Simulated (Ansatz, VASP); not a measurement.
## Ca2C: VASP beside Ansatz

INCAR

```
SYSTEM = Ca2C
  PREC = Accurate
  ENCUT = 520
  EDIFF = 1E-6
  ISMEAR = -1
  SIGMA = 0.02
  LREAL = .FALSE.
  LASPH = .TRUE.
  NELM = 100
  ALGO = Normal
  ISIF = 2
  LWAVE = .FALSE.
  LCHARG = .FALSE.
  GGA = PE
  NBANDS = 19
```

Contents of KPOINTS:

```
Automatic mesh
0
G
  8 8 8
  0 0 0
```

File POSCAR:

```
Ca2C
1.0
    0.0000000000      3.0259629592      3.0259629592
    3.0259629592      0.0000000000      3.0259629592
    3.0259629592      3.0259629592      0.0000000000
C Ca
1 2
Direct
    0.0000000000      0.0000000000      0.0000000000
    0.2500000000      0.2500000000      0.2500000000
    0.7500000000      0.7500000000      0.7500000000
```

Input for Ansatz:

```yaml
crystal:
  lattice:
    - [0.0, 3.0259629592, 3.0259629592]
    - [3.0259629592, 0.0, 3.0259629592]
    - [3.0259629592, 3.0259629592, 0.0]
  atoms:
    - { symbol: C, position: [0.0, 0.0, 0.0] }
    - { symbol: Ca, position: [0.25, 0.25, 0.25] }
    - { symbol: Ca, position: [0.75, 0.75, 0.75] }
kpoints:
  mp_grid: { grid: [8, 8, 8] }
  band_path:
    path:
      - [0.0, 0.0, 0.0]
      - [0.5, 0.0, 0.5]
      - [0.625, 0.25, 0.625]
      - [0.375, 0.375, 0.75]
      - [0.5, 0.5, 0.5]
      - [0.5, 0.25, 0.75]
    npoints: 1
hamiltonian:
  xc: pbe
scf:
  occupations: { method: fermi_dirac, width: 0.02 }
  n_extra_bands: 4
output:
  forces: true
  stress: true
  eigenvalues: true
```

Change from the starting cell: hydrostatic strain -3.3%.

Alike in both runs: task single point; functional PBE; k mesh 8 × 8 × 8; occupations fermi-dirac, width 0.02 eV; no spin polarisation.

|  | VASP | Ansatz |
| --- | --- | --- |
| version | VASP 6.6.1 | Ansatz 0.2.0 |
| potentials or method | VASP PAW PBE potentials, release 64 (C, Ca_sv) | plane waves, PAW |
| plane-wave cutoff (eV) | 520 | 420 |
| valence electrons in the cell | 24 | 24 |

VASP gave:

| Item | Value |
| --- | --- |
| pressure (GPa) | 7.8 |

Q: What did Ansatz give for the same quantities?

A: Pressure (GPa): 7.5.

With one functional, cell and mesh, what is left measures potentials, basis and numerics.
